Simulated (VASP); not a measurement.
Here is a VASP 6.6.1 calculation.

INCAR

```
PREC = Accurate
ENCUT = 520
EDIFF = 1E-6
ISMEAR = 0
SIGMA = 0.02
LREAL = False
LASPH = True
NELM = 100
ALGO = Normal
ISIF = 2
LWAVE = False
LCHARG = False
GGA = PS
NBANDS = 16
```

File KPOINTS:

```
Automatic mesh
0
Gamma
  10 10 10
```

Contents of POSCAR:

```
AgCl
1.0
    3.3311591981      0.0000000000      0.0000000000
    0.0000000000      3.3311591981      0.0000000000
    0.0000000000      0.0000000000      3.3311591981
Ag Cl
1 1
Direct
    0.0000000000      0.0000000000      0.0000000000
    0.5000000000      0.5000000000      0.5000000000
```

Potentials or basis: VASP PAW PBE potentials, release 64 (Ag, Cl).

The run is started by

```console
$ cat potpaw_PBE.64/Ag/POTCAR potpaw_PBE.64/Cl/POTCAR > POTCAR
$ mpirun -np 1 vasp_std > vasp.out
```

Question: Estimate the band gap on the k mesh.

Answer: 0.45 eV, indirect (least direct gap 2.28 eV).

Question: What does it give for the pressure?

Answer: -0.1 GPa.

Caveat: the PAW data sets were made with another functional, which shifts forces and pressure a little. A k mesh can miss the band edges.
